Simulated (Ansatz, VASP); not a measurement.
# CsCl: VASP beside Ansatz

Contents of POSCAR:

```
CsCl
1.0
    4.1230000000      0.0000000000      0.0000000000
    0.0000000000      4.1230000000      0.0000000000
    0.0000000000      0.0000000000      4.1230000000
Cs Cl
1 1
Direct
    0.0000000000      0.0000000000      0.0000000000
    0.5000000000      0.5000000000      0.5000000000
```

Contents of INCAR.step1:

```
SYSTEM = CsCl
  ALGO = Normal
  EDIFF = 1E-5
  EDIFFG = -0.005
  ENCUT = 550
  GGA = PE
  GGA_COMPAT = .False.
  IBRION = 2
  ISIF = 3
  ISMEAR = -1
  LASPH = .True.
  LCHARG = .False.
  LREAL = .False.
  LWAVE = .True.
  NELM = 120
  NELMIN = 4
  NSW = 100
  PREC = Accurate
  SIGMA = 0.05
```

Contents of INCAR.step2:

```
SYSTEM = CsCl
  ALGO = Normal
  EDIFF = 1E-7
  EDIFFG = -0.002
  ENCUT = 550
  GGA_COMPAT = .False.
  IBRION = 2
  ISIF = 3
  ISMEAR = -1
  ISTART = 1
  LASPH = .True.
  LCHARG = .False.
  LMIXTAU = .True.
  LREAL = .False.
  LWAVE = .False.
  METAGGA = R2SCAN
  NELM = 120
  NELMIN = 4
  NSW = 100
  PREC = Accurate
  SIGMA = 0.05
```

File KPOINTS:

```
k-points
0
Gamma
  8 8 8
  0 0 0
```

Input for Ansatz:

```yaml
crystal:
  lattice:
    - [4.123, 0.0, 0.0]
    - [0.0, 4.123, 0.0]
    - [0.0, 0.0, 4.123]
  atoms:
    - { symbol: Cs, position: [0.0, 0.0, 0.0] }
    - { symbol: Cl, position: [0.5, 0.5, 0.5] }
kpoints:
  mp_grid: { grid: [8, 8, 8] }
scf:
  occupations: { method: fermi_dirac, width: 0.05 }
hamiltonian:
  xc: r2scan
  pseudopotentials: { kind: paw }
relax:
  f_tol: 0.002
  max_steps: 80
  cell: {}
output:
  forces: true
  stress: true
```

Alike in both runs: task relaxation of cell and atoms; functional r2SCAN; k mesh 8 × 8 × 8; occupations fermi-dirac, width 0.05 eV; no spin polarisation.

```csv
,VASP,Ansatz
version,VASP 6.6.1,Ansatz 0.2.0
potentials or method,"VASP PAW PBE potentials, release 64 (Cs_sv, Cl)","PAW with Ansatz's default frozen-core files, scalar-relativistic"
plane-wave cutoff (eV),550,500
valence electrons in the cell,16,16
```

Ansatz gave:

- relaxed volume (Å³/atom): 35.48
- relaxed cell length with the largest relative difference (Å): 4.140

Task: Which values does VASP return?

Result: Relaxed volume (Å³/atom): 35.57; relaxed cell length with the largest relative difference (Å): 4.144.

VASP's potentials were made for PBE, not for r2SCAN.

Neither program's run includes spin-orbit coupling.
